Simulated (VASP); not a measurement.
# Sn2As3: relaxation of cell and atoms with PBE

The system is Sn2As3.

```
Sn As
1.0
     5.50505    0.00000    0.00000
     0.00000    3.56154    3.34162
     0.00000   -3.56154    3.34162
Sn As
2 3
Direct
  0.00000 0.44371 0.44371
  0.50000 0.75000 0.75000
  0.50000 0.24372 0.75628
  0.50000 0.75628 0.24372
  0.50000 0.26608 0.26608
```

The cell was built from a structure type or drawn by symmetry, and may not be a known phase.

| Item | Value |
| --- | --- |
| Program | VASP 6.6.1 |
| Task | relaxation of cell and atoms |
| Functional | PBE |
| Potentials or basis | VASP PAW PBE potentials, release 64 (Sn_d, As) |
| Cutoff | 600 eV |
| k mesh | 4 × 4 × 4 |
| Occupations | gaussian, width 0.1 eV |
| Spin | no spin polarisation |
| Dipole correction | no |
| Further INCAR settings | ALGO = Normal; EDIFF = 1e-06; IBRION = 2; EDIFFG = -0.04; NSW = 90; ISIF = 3 |

```yaml
Relaxed_volume: 32.78 Å³/atom
Relaxed_cell: a = 5.029 Å, b = 5.716 Å, c = 5.716 Å, α = 85.82°, β = 90.00°, γ = 90.00°
Space_group_after_relaxing_to_0.1_Å: Amm2 (No. 38)
Energy_gained_by_relaxing: 688.2 meV/atom
Ionic_steps: 25
Pressure_after_relaxing: 0.0 GPa
Largest_force_after_relaxing: 0.035 eV/Å
Band_gap_on_the_k_mesh: zero (an odd number of electrons rules out a gap without spin polarisation)
```

Forces on the atoms (eV/Å):
```
Sn   0.000  0.000  0.035
Sn   0.000  0.000  0.005
As   0.000 -0.015 -0.027
As   0.000  0.015 -0.027
As   0.000  0.000  0.015
```

Step by step:
| step | energy change (eV) | largest force (eV/Å) | pressure (GPa) | volume (Å³) |
| --- | --- | --- | --- | --- |
| 1 | 0.0000 | 0.8243 | 17.55 | 131.03 |
| 2 | -2.2440 | 0.5586 | -5.69 | 190.28 |
| 3 | -2.7046 | 0.5469 | -1.43 | 167.31 |
| 4 | -2.7081 | 0.5504 | -1.99 | 169.33 |
| 5 | -2.7081 | 0.5490 | -1.78 | 168.52 |
| 6 | -2.9659 | 0.6528 | -1.02 | 161.65 |
| 7 | -3.0899 | 0.5358 | 0.25 | 154.81 |
| 8 | -3.0942 | 0.4630 | 0.72 | 152.80 |
| 9 | -3.1676 | 0.5062 | 0.24 | 154.17 |
| 10 | -3.2194 | 0.5451 | -0.35 | 156.03 |
| 11 | -3.2890 | 0.5210 | 0.19 | 155.79 |
| 12 | -3.3452 | 0.2932 | 2.48 | 154.88 |
| 13 | -3.3664 | 0.3686 | 1.30 | 155.33 |
| 14 | -3.3710 | 0.2427 | 1.61 | 155.21 |
| 15 | -3.4141 | 0.2803 | 0.70 | 161.26 |
| 16 | -3.4143 | 0.2956 | 0.65 | 161.70 |
| 17 | -3.4285 | 0.2272 | -0.25 | 164.19 |
| 18 | -3.4285 | 0.2276 | -0.25 | 164.19 |
| 19 | -3.4355 | 0.1261 | -0.10 | 163.87 |
| 20 | -3.4376 | 0.0965 | 0.07 | 163.59 |
| 21 | -3.4393 | 0.0728 | 0.02 | 163.86 |
| 22 | -3.4405 | 0.0473 | -0.06 | 164.31 |
| 23 | -3.4409 | 0.0436 | 0.02 | 163.95 |
| 24 | -3.4409 | 0.0421 | 0.05 | 163.81 |
| 25 | -3.4412 | 0.0347 | 0.00 | 163.90 |

Final structure:
```
Sn As
1.0
     5.02901    0.00000    0.00000
     0.00000    3.89209    4.18680
     0.00000   -3.89209    4.18680
Sn As
2 3
Direct
  0.00000 0.47051 0.47051
  0.50000 0.75823 0.75823
  0.50000 0.24884 0.70700
  0.50000 0.70700 0.24884
  0.50000 0.27521 0.27521
```

Levels at points of the mesh, in eV from the Fermi level:
| k point | band 18 | band 19 | band 20 | band 21 | band 22 | band 23 | band 24 | band 25 |
| --- | --- | --- | --- | --- | --- | --- | --- | --- |
| (0.00, 0.00, 0.00) | -3.72 | -2.76 | -2.33 | -0.83 | -0.01 | 1.27 | 1.45 | 2.45 |
| (0.50, 0.00, 0.00) | -2.62 | -2.57 | -2.14 | -2.08 | -0.84 | 1.67 | 2.49 | 3.28 |
| (0.00, 0.50, 0.00) | -3.48 | -1.70 | -1.57 | -0.20 | 0.22 | 0.78 | 1.20 | 1.59 |
| (0.50, 0.50, 0.00) | -3.34 | -2.00 | -1.77 | 0.20 | 0.21 | 0.54 | 1.74 | 2.94 |
| (0.00, 0.50, 0.50) | -1.43 | -1.20 | -0.87 | -0.37 | 0.20 | 0.30 | 0.73 | 0.90 |
| (0.50, 0.50, 0.50) | -2.00 | -1.60 | -0.99 | -0.59 | 0.80 | 1.09 | 1.20 | 1.47 |

It took 33 min on 1 thread of Intel Xeon 8259CL, with other jobs on the host, peak memory 0.32 GiB.

Caveat: the volume moved by over 15 % at a fixed basis, so the end points are rough; spin-orbit coupling is left out, which moves the levels of the heavy elements.
